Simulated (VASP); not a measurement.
A run of VASP 6.6.1 is set up as follows.

The input INCAR:

```
AGGAC = 1.0
AGGAX = 1.0
ALDAC = 0.0
ALDAX = 1.0
ALGO = Normal
EDIFF = 1E-6
ENCUT = 520
GGA = B5
ISIF = 2
ISMEAR = 0
IVDW = 12
LASPH = T
LCHARG = T
LELF = T
LREAL = F
LVHAR = T
LWAVE = F
NBANDS = 16
NELM = 80
PREC = Accurate
SIGMA = 0.05
VDW_A1 = 0.4298
VDW_A2 = 4.2359
VDW_S6 = 1.0
VDW_S8 = 2.6996
```

File KPOINTS:

```
k-points
0
Gamma
  10 10 8
```

POSCAR

```
AgB2
1.0
    2.9626365304      0.0000000000      0.0000000000
   -1.4813182652      2.5657184975      0.0000000000
    0.0000000000      0.0000000000      4.0645642014
Ag B
1 2
Direct
    0.0000000000      0.0000000000      0.0000000000
    0.3333333333      0.6666666667      0.5000000000
    0.6666666667      0.3333333333      0.5000000000
```

Potentials or basis: VASP PAW PBE potentials, release 64 (Ag, B).

Launch:

```bash
$ cat potpaw_PBE.64/Ag/POTCAR potpaw_PBE.64/B/POTCAR > POTCAR
$ mpirun -np 1 vasp_std > vasp.out
```

Predict the dispersion energy per atom.

-0.739 eV.

Predict the pressure.

3.0 GPa.

Stress tensor (GPa, compression positive):
```
2.92 0.00 0.00
0.00 2.92 0.00
0.00 0.00 3.01
```

Caveat: the PAW data sets were made with another functional, which shifts forces and pressure a little; pairwise dispersion overbinds metals, which lowers pressure and volume.
